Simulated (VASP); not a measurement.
# AlAs (F-43m) in VASP: phonons with r2SCAN

Aim: the phonons of AlAs with r2SCAN.

Everything below comes from runs of VASP 6.6.1. Logs are shortened: lines on timing, memory, paths and dates and some standing lists are left out, and cuts for length are marked.

## 1. The cell of the first run

Symmetry: F-43m, No. 216, cubic system. Conventional cell: a = 5.731 Å, b = 5.731 Å, c = 5.731 Å, α = 90.00°, β = 90.00°, γ = 90.00°. Al (site symmetry -43m) has 4 As at 2.48 Å within 3.3 Å. Within 3.3 Å of As (site symmetry -43m) lie 4 Al at 2.48 Å.

## 2. Phonons, r2SCAN

Contents of INCAR:

```
SYSTEM = AlAs
ALGO = Normal ; EDIFF = 1E-8
ENCUT = 550 ; GGA_COMPAT = .FALSE.
IBRION = 6 ; ISIF = 2
ISMEAR = 0 ; LASPH = .TRUE.
LCHARG = .TRUE. ; LMIXTAU = .TRUE.
LREAL = .FALSE. ; LWAVE = .FALSE.
METAGGA = R2SCAN ; NELM = 120
NFREE = 2 ; NSW = 1
POTIM = 0.015 ; PREC = Accurate
SIGMA = 0.01
```

Contents of KPOINTS:

```
k-points
0
G
  8 8 8
  0 0 0
```

Contents of POSCAR:

```
AlAs
1.0
    2.8653620769      2.8653620769      0.0000000000
   -2.8653620769      2.8653620769      0.0000000000
    0.0000000000      2.8653620769      2.8653620769
Al As
1 1
Direct
    0.0000000000      0.0000000000      0.0000000000
    0.7500000000      0.2500000000      0.5000000000
```

Potentials or basis: VASP PAW PBE potentials, release 64 (Al, As).

On the command line:

```
cat potpaw_PBE.64/Al/POTCAR potpaw_PBE.64/As/POTCAR > POTCAR
mpirun -np 1 vasp_std > vasp.out
```

OUTCAR:

```text
SYSTEM = AlAs
   EDIFF = 1E-8
   ENCUT = 550
   IBRION = 6
   ISIF = 2
   ISMEAR = 0
   LASPH = .TRUE.
   LREAL = .FALSE.
   METAGGA = R2SCAN
   NELM = 120
   NFREE = 2
   NSW = 1
   POTIM = 0.015
   PREC = Accurate

 ion  position               nearest neighbor table
   1  0.000  0.000  0.000-   2 2.48   2 2.48   2 2.48   2 2.48
   2  0.750  0.250  0.500-   1 2.48   1 2.48   1 2.48   1 2.48

  LATTYP: Found a face centered cubic cell.
 ALAT       =     5.7307241538

  Lattice vectors:

 A1 = (   0.0000000000,   2.8653620769,   2.8653620769)
 A2 = (   2.8653620769,   0.0000000000,   2.8653620769)
 A3 = (   2.8653620769,   2.8653620769,   0.0000000000)

Analysis of symmetry for initial positions (statically):
=====================================================================
 Subroutine PRICEL returns:
 Original cell was already a primitive cell.

 Routine SETGRP: Setting up the symmetry group for a
 face centered cubic supercell.

 Subroutine GETGRP returns: Found 24 space group operations
 (whereof 24 operations were pure point group operations)
 out of a pool of 48 trial point group operations.

The static configuration has the point symmetry T_d .

Analysis of symmetry for dynamics (positions and initial velocities):
=====================================================================
 Subroutine PRICEL returns:
 Original cell was already a primitive cell.

 Routine SETGRP: Setting up the symmetry group for a
 face centered cubic supercell.

 Subroutine GETGRP returns: Found 24 space group operations
 (whereof 24 operations were pure point group operations)
 out of a pool of 48 trial point group operations.

The dynamic configuration has the point symmetry T_d .

 Subroutine INISYM returns: Found 24 space group operations
 (whereof 24 operations are pure point group operations),
 and found     1 'primitive' translations

----------------------------------------------------------------------------------------

                                     Primitive cell

  volume of cell :      47.0510

  direct lattice vectors                    reciprocal lattice vectors
     2.865362077  2.865362077  0.000000000     0.174498017  0.174498017 -0.174498017
    -2.865362077  2.865362077  0.000000000    -0.174498017  0.174498017 -0.174498017
     0.000000000  2.865362077  2.865362077     0.000000000  0.000000000  0.348996034

  length of vectors
     4.052233910  4.052233910  4.052233910     0.302239431  0.302239431  0.348996034

  position of ions in fractional coordinates (direct lattice)
     0.000000000  0.000000000  0.000000000
     0.750000000  0.250000000  0.500000000

  ion indices of the primitive-cell ions
   primitive index   ion index
                 1           1
                 2           2

----------------------------------------------------------------------------------------

 KPOINTS: k-points

Automatic generation of k-mesh.
 Grid dimensions read from file:
 generate k-points for:    8    8    8

 Generating k-lattice:

  Cartesian coordinates                     Fractional coordinates (reciprocal lattice)
     0.021812252  0.021812252 -0.021812252     0.125000000  0.000000000  0.000000000
    -0.021812252  0.021812252 -0.021812252     0.000000000  0.125000000  0.000000000
     0.000000000  0.000000000  0.043624504     0.000000000  0.000000000  0.125000000

[... 56 lines left out ...]
   EDIFF  = 0.1E-07   stopping-criterion for ELM
   LREAL  =      F    real-space projection
   EDIFFG = 0.1E-06   stopping-criterion for IOM
   NSW    =     61    number of steps for IOM
   IBRION =      6    ionic relax: 0-MD 1-quasi-New 2-CG
   NFREE  =      2    steps in history (QN), initial steepest desc. (CG)
   ISIF   =      2    stress and relaxation
   ISYM   =      2    0-nonsym 1-usesym 2-fastsym
   POTIM  = 0.0150    time-step for ionic-motion
   TEBEG  =    0.0;   TEEND  =   0.0 temperature during run
   PSTRESS=    0.0 pullay stress
   NELECT =       8.0000    total number of electrons
   NUPDOWN=      -1.0000    fix difference up-down
   EMIN   =  10.00;   EMAX   =-10.00  energy-range for DOS
   EFERMI =   0.00;   METHOD = LEGACY
   ISMEAR =     0;   SIGMA  =   0.01  broadening in eV -4-tet -1-fermi 0-gaus
   EFERMI_NEDOS =   21; number of points for ismear=-14 and -15
   IALGO  =     38    algorithm
   IMIX   =      4    mixing-type and parameters
     AMIX     =   0.40;   BMIX     =  1.00
     AMIX_MAG =   1.60;   BMIX_MAG =  1.00
  volume/ion in A,a.u.               =      23.53       158.76
  Fermi-wavevector in a.u.,A,eV,Ry     =   0.906947  1.713882 11.191515  0.822553
  Thomas-Fermi vector in A             =   2.030696
   LORBIT       =      0    0 simple, 1 ext, 2 COOP (PROOUT), +10 PAW based schemes
   METAGGA = R2SCAN    functional components
   LHFCALC =     F    Hartree Fock is set to
   AEXX    =    0.0000 exact exchange contribution
   IVDW    =     0    specifies the selected vdW correction
   LEPSILON=     F    determine dielectric tensor
   LRPA    =     F    only Hartree local field effects (RPA)
 finite differences with symmetry
 non-spin polarized calculation
 Gauss-broadening in eV      SIGMA  =   0.01
  energy-cutoff  :      550.00
  volume of cell :       47.05
 maximum number of plane-waves:      1411
   NGX = 15   NGY = 15   NGZ = 15

--------------------------------------- Ionic step        1  -------------------------------------------

 number of electron       8.0000000 magnetization

 Free energy of the ion-electron system (eV)
  ---------------------------------------------------
  ext. energy  EPLUGINS =         0.00000000
  ---------------------------------------------------
  free energy    TOTEN  =       -22.68678897 eV

  energy without entropy =      -22.68678897  energy(sigma->0) =      -22.68678897

------------------------ aborting loop because EDIFF is reached ----------------------------------------

  FORCE on cell =-STRESS in cart. coord.  units (eV):
  Direction    XX          YY          ZZ          XY          YZ          ZX
  --------------------------------------------------------------------------------------
  -------------------------------------------------------------------------------------
  Total       -0.5988188     -0.5988188     -0.5988188     -0.0000000     -0.0000000     -0.0000000
  in kB      -20.3909501    -20.3909501    -20.3909501     -0.0000000     -0.0000000     -0.0000000
  external PRESSURE =     -20.3909501 kB  Pullay stress =       0.0000000 kB
[... 131 lines left out ...]
--------------------------------------- Ionic step        5  -------------------------------------------

 number of electron       8.0000000 magnetization

 Free energy of the ion-electron system (eV)
  ---------------------------------------------------
  ext. energy  EPLUGINS =         0.00000000
  ---------------------------------------------------
  free energy    TOTEN  =       -22.68579995 eV

  energy without entropy =      -22.68579995  energy(sigma->0) =      -22.68579995

 E-fermi :   3.5101     XC(G=0):  -9.3042

 val. band max:        3.4003870259   @ k =   0.0000   0.0000   0.0000
 cond. band min:       5.2030517996   @ k =   0.5000   0.5000   0.0000
 fundamental gap:      1.8026647736
 Fermi energy:         3.5100627779

 k-point     1 :       0.0000    0.0000    0.0000
  band No.  band energies     occupation
      1      -8.7548      2.00000
      2       3.3148      2.00000
      3       3.3583      2.00000
      4       3.4004      2.00000
      5       5.7502      0.00000
      6       7.9788      0.00000
      7       7.9985      0.00000
      8       8.0197      0.00000
[... 243 lines left out ...]
 k-point    24 :       0.5000    0.2500    0.1250
  band No.  band energies     occupation
      1      -7.0902      2.00000
      2      -1.8944      2.00000
      3       0.7157      2.00000
      4       1.8616      2.00000
      5       7.3868      0.00000
      6       8.0316      0.00000
      7      10.4224      0.00000
      8      11.4137      0.00000

 [... further k-points ...]

------------------------ aborting loop because EDIFF is reached ----------------------------------------

  FORCE on cell =-STRESS in cart. coord.  units (eV):
  Direction    XX          YY          ZZ          XY          YZ          ZX
  --------------------------------------------------------------------------------------
  -------------------------------------------------------------------------------------
  Total       -0.5987035     -0.5963417     -0.5963417      0.0000000     -0.0978782      0.0000000
  in kB      -20.3870247    -20.3066008    -20.3066008      0.0000000     -3.3329456      0.0000000
  external PRESSURE =     -20.3334087 kB  Pullay stress =       0.0000000 kB
[... 17 lines left out ...]
  FREE ENERGIE OF THE ION-ELECTRON SYSTEM (eV)
  ---------------------------------------------------
  free  energy   TOTEN  =       -22.6857999507 eV

  energy  without entropy=      -22.6857999507  energy(sigma->0) =      -22.68579995

 INTERNAL STRAIN TENSORS FROM DISPLACED ATOMS
 ============================================

 INTERNAL STRAIN TENSOR FOR ION    1 for displacements in x,y,z  (eV/Angst):
          X           Y           Z          XY          YZ          ZX
  --------------------------------------------------------------------------------
  x    -0.00000     0.00000     0.00000     0.00000    -6.56646     0.00000
  y     0.00000     0.00000     0.00000     0.00000     0.00000    -6.56646
  z     0.00000     0.00000    -0.00000    -6.56646     0.00000     0.00000

 INTERNAL STRAIN TENSOR FOR ION    2 for displacements in x,y,z  (eV/Angst):
          X           Y           Z          XY          YZ          ZX
  --------------------------------------------------------------------------------
  x    -0.00000     0.00000     0.00000     0.00000     6.52482     0.00000
  y     0.00000    -0.00000     0.00000     0.00000     0.00000     6.52482
  z     0.00000     0.00000    -0.00000     6.52482     0.00000     0.00000

 Eigenvectors and eigenvalues of the dynamical matrix
 ----------------------------------------------------

   1 f  =   10.423712 THz    65.494116 2PiTHz  347.697617 cm-1    43.108991 meV
             X         Y         Z           dx          dy          dz
      0.000000  0.000000  0.000000    -0.858400    0.000000    0.000000
      1.432681  4.298043  1.432681     0.512981   -0.000000    0.000000
[... 21 lines left out ...]
   6 f/i=    0.019174 THz     0.120473 2PiTHz    0.639569 cm-1     0.079296 meV
             X         Y         Z           dx          dy          dz
      0.000000  0.000000  0.000000    -0.000000    0.512981    0.000000
      1.432681  4.298043  1.432681    -0.000000    0.858400    0.000000

 ELASTIC MODULI CONTR FROM IONIC RELAXATION (kBar)
 Direction    XX          YY          ZZ          XY          YZ          ZX
 --------------------------------------------------------------------------------
 XX          -0.0000      0.0000      0.0000      0.0000     -0.0000     -0.0000
 YY           0.0000     -0.0000      0.0000     -0.0000     -0.0000      0.0000
 ZZ           0.0000      0.0000     -0.0000     -0.0000      0.0000     -0.0000
 XY           0.0000     -0.0000     -0.0000   -165.7596      0.0000      0.0000
 YZ          -0.0000     -0.0000      0.0000      0.0000   -165.7596     -0.0000
 ZX          -0.0000      0.0000     -0.0000      0.0000     -0.0000   -165.7596
 --------------------------------------------------------------------------------
```

Wall time 4.8 min (1 thread of AMD EPYC 7R13, shared host); peak memory 0.25 GiB.

Results:

| Property | Result |
| --- | --- |
| Highest phonon frequency at Γ, LO-TO splitting left out | 348 cm⁻¹ |

Phonon frequencies in cm⁻¹ (negative: imaginary):
```csv
q point,frequencies
"(0.000, 0.000, 0.000)",-1 -1 -1 348 348 348
```

Caveat: the cell wasn't relaxed at this level first, which shifts response properties; the PAW data sets were made with another functional, which shifts forces and pressure a little.
